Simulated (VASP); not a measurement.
Here is a VASP 6.6.1 calculation.

Contents of INCAR:

```
  PREC = Accurate
  ENCUT = 520
  EDIFF = 1E-7
  ISMEAR = 1
  SIGMA = 0.05
  LREAL = F
  LASPH = T
  NELM = 100
  ALGO = Normal
  ISIF = 2
  LWAVE = F
  LCHARG = F
  GGA = CA
  NBANDS = 14
```

KPOINTS

```
regular mesh
0
Gamma
  6 6 2
```

File POSCAR:

```
Al
1.0
    2.8270770000      0.0000000000      0.0000000000
   -1.4135390000      2.4483210000      0.0000000000
    0.0000000000      0.0000000000      9.1859930000
Al
4
Direct
    0.0000000000      0.0000000000      0.0000000000
    0.3333333333      0.6666666667      0.2500000000
    0.0000000000      0.0000000000      0.5000000000
    0.6666666667      0.3333333333      0.7500000000
```

Potentials or basis: VASP PAW LDA potentials, release 64 (Al).

Launch:

```sh
$ cat potpaw_LDA.64/Al/POTCAR > POTCAR
$ mpirun -np 1 vasp_std > vasp.out
```

Problem. What does it give for the pressure?

Solution. 0.0 GPa.

Problem. What does it give for the band gap on the k mesh?

Solution. Zero (band 6 reaches 12.14 eV, above the bottom of band 7 at 6.82 eV).

Stress tensor (GPa, compression positive):
```
-1.34  0.00  0.00
 0.00 -1.34  0.00
 0.00  0.00  2.59
```

Caveat: the k points lie up to 0.43 Å⁻¹ apart.
